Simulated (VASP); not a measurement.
Here is a VASP 6.6.1 calculation.

INCAR

```
ALGO     = Normal         # electronic algorithm
EDIFF    = 1E-6           # SCF threshold, eV
ENCUT    = 520            # plane-wave cutoff, eV
GGA      = PS             # functional
ISIF     = 2              # what is computed and relaxed
ISMEAR   = -1             # smearing method
LASPH    = T              # aspherical terms in the spheres
LCHARG   = F              # write CHGCAR
LREAL    = F              # projectors in reciprocal space
LWAVE    = F              # write WAVECAR
NBANDS   = 11             # bands
NELM     = 60             # most SCF steps
PREC     = Accurate       # precision mode
SIGMA    = 0.1            # smearing width, eV
```

Contents of KPOINTS:

```
k-points
0
Gamma
  15 15 8
```

POSCAR

```
Si
1.0
    2.6777623518      0.0000000000      0.0000000000
   -1.3388811759      2.3190102220      0.0000000000
    0.0000000000      0.0000000000      4.5057119693
Si
2
Direct
    0.3333333333      0.6666666667      0.2500000000
    0.6666666667      0.3333333333      0.7500000000
```

Potentials or basis: VASP PAW PBE potentials, release 64 (Si).

Launch:

```bash
$ cat potpaw_PBE.64/Si/POTCAR > POTCAR
$ mpirun -np 1 vasp_std > vasp.out
```

**Question.** Predict the pressure.

**Answer.** -0.2 GPa.

**Question.** What does it give for the band gap on the k mesh?

**Answer.** Zero (bands 4 and 5 overlap by 12.61 eV).

Stress tensor (GPa, compression positive):
```
-0.66  0.00  0.00
 0.00 -0.66  0.00
 0.00  0.00  0.75
```

Caveat: the PAW data sets were made with another functional, which shifts forces and pressure a little.
